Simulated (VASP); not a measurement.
# GaF: single point with PBE

The system is GaF.

```
Ga F
1.0
     0.00000    2.71490    2.71490
     2.71490    0.00000    2.71490
     2.71490    2.71490    0.00000
Ga F
1 1
Direct
  0.25000 0.25000 0.25000
  0.00000 0.00000 0.00000
```

| Property | Result |
| --- | --- |
| Program | VASP 6.6.1 |
| Task | single point |
| Functional | PBE |
| Potentials or basis | VASP PAW PBE potentials, release 64 (Ga_d, F) |
| Cutoff | 520 eV |
| k mesh | 8 × 8 × 8 |
| Occupations | fermi-dirac, width 0.05 eV |
| Spin | no spin polarisation |

| Item | Value |
| --- | --- |
| Pressure | 4.9 GPa |
| Band gap on the k mesh | 1.64 eV, indirect (the least direct gap lies 2.7 meV higher) |

Levels at points of the mesh, in eV from the valence-band top:
```tsv
k point	band 8	band 9	band 10	band 11	band 12	band 13
(0.00, 0.00, 0.00)	-4.28	-4.28	-4.28	6.63	6.63	6.63
(0.50, 0.00, 0.00)	-4.46	-4.46	-1.29	2.32	6.54	6.54
(0.50, 0.50, 0.00)	-4.79	-4.79	0.00	1.64	6.21	6.21
```

Run time: 9.8 s on 1 thread of Intel(R) Xeon(R) 6975P-C (Granite Rapids) (shared host), peak memory 0.17 GiB.

A k mesh can miss the band edges. As with any semilocal functional, this PBE gap is likely too small.
